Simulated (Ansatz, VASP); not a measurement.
Two plane-wave programs on C

File INCAR:

```
SYSTEM = C
ALGO     = Normal         ! electronic algorithm
EDIFF    = 1E-6           ! SCF threshold, eV
EDIFFG   = -0.04          ! ionic threshold
ENCUT    = 600            ! plane-wave cutoff, eV
GGA      = PE             ! functional
IBRION   = 2              ! ionic algorithm
ISIF     = 3              ! what is computed and relaxed
ISMEAR   = 0              ! smearing method
LASPH    = .True.         ! aspherical terms in the spheres
LCHARG   = .False.        ! write CHGCAR
LREAL    = .False.        ! projectors in reciprocal space
LWAVE    = .False.        ! write WAVECAR
NELM     = 100            ! most SCF steps
NSW      = 90             ! ionic steps
PREC     = Accurate       ! precision mode
SIGMA    = 0.1            ! smearing width, eV
```

The input KPOINTS:

```
k-points
0
Gamma
  6 6 6
  0 0 0
```

POSCAR

```
C
1.0
    1.9983546100      1.1537505700      1.3152270400
   -1.9983546100      1.1537505700      1.3152270400
    0.0000000000     -2.3075011500      1.3152270400
C
3
Direct
    0.7156709300      0.2843290700      0.5000000000
    0.5000000000      0.7156709300      0.2843290700
    0.2843290700      0.5000000000      0.7156709300
```

Input for Ansatz:

```yaml
crystal:
  lattice:
    - [1.99835461, 1.15375057, 1.31522704]
    - [-1.99835461, 1.15375057, 1.31522704]
    - [0.0, -2.30750115, 1.31522704]
  atoms:
    - { symbol: C, position: [0.71567093, 0.28432907, 0.5] }
    - { symbol: C, position: [0.5, 0.71567093, 0.28432907] }
    - { symbol: C, position: [0.28432907, 0.5, 0.71567093] }
basis:
  ecutwfc: 420
kpoints:
  mp_grid: { grid: [6, 6, 6] }
hamiltonian:
  xc: pbe
scf:
  occupations: { method: gaussian, width: 0.1 }
  lower_state_search: "off"
output:
  forces: true
  stress: true
  eigenvalues: true
relax:
  adjacent_minimum: "off"
  f_tol: 0.04
  max_steps: 70
  cell: { stress_tol: 0.4 }
```

Alike in both runs: task relaxation of cell and atoms; functional PBE; k mesh 6 × 6 × 6; occupations gaussian, width 0.1 eV; no spin polarisation.

|  | VASP | Ansatz |
| --- | --- | --- |
| version | VASP 6.6.1 | Ansatz 0.2.0 |
| potentials or method | VASP PAW PBE potentials, release 64 (C), cutoff 600 eV | scalar-relativistic, plane waves, PAW |
| valence electrons in the cell | 12 | 12 |

|  | VASP | Ansatz | Ansatz less VASP |
| --- | --- | --- | --- |
| gap on the k mesh at the Fermi level, each at its own relaxed structure (eV) | none | none | - |
| relaxed volume (Å³/atom) | 6.39 | 6.39 | -0.001 |
| relaxed cell length with the largest relative difference (Å) | 2.715 | 2.715 | -0.0002 |

A gap of «none» marks a metal or a gap that the smearing closes.

The k mesh is coarse, so the values compare programs but aren't converged.
